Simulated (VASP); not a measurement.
Mo: single point with PBE

Mo:

```
CELL_PARAMETERS angstrom
-1.69668 1.69668 1.50816
1.69668 -1.69668 1.50816
1.69668 1.69668 -1.50816
ATOMIC_POSITIONS crystal
Mo 0.00000 0.00000 0.00000
```

This cell differs from its parent crystal: strain +0.080 along x and y, -0.040 along z.

- Program: VASP 6.6.1
- Task: single point
- Functional: PBE
- Potentials or basis: VASP PAW PBE potentials, release 64 (Mo_sv)
- Cutoff: 520 eV
- k mesh: 22 × 22 × 22
- Occupations: gaussian, width 0.15 eV
- Spin: no spin polarisation
- Dipole correction: no
- Further INCAR settings: ALGO = Fast; EDIFF = 1e-07; NBANDS = 13

```yaml
Pressure: -18.2 GPa
Band_gap_on_the_k_mesh: zero (bands 7 and 8 overlap by 4.51 eV)
```

Stress tensor (GPa, compression positive):
```
-26.67   0.00   0.00
  0.00 -26.67   0.00
  0.00   0.00  -1.30
```

Levels at points of the mesh, in eV from the Fermi level:
```tsv
k point	band 4	band 5	band 6	band 7	band 8	band 9	band 10	band 11
(0.00, 0.00, 0.00)	-34.64	-6.81	-1.87	-0.59	-0.59	0.61	2.16	14.09
(0.50, 0.00, 0.00)	-34.76	-4.69	-3.25	1.40	1.69	2.91	4.04	10.58
(0.50, 0.50, 0.00)	-34.68	-4.62	-1.92	0.46	0.80	1.58	3.95	9.50
(0.50, 0.50, 0.50)	-35.18	-4.74	-4.51	3.39	3.39	3.71	7.35	7.35
```

It took 63 s on 1 thread of Intel(R) Xeon(R) 6975P-C (Granite Rapids), on a shared host, peak memory 0.28 GiB.

Caveat: the cell differs from its parent crystal (strain +0.080 along x and y, -0.040 along z); the cell stands under tension.
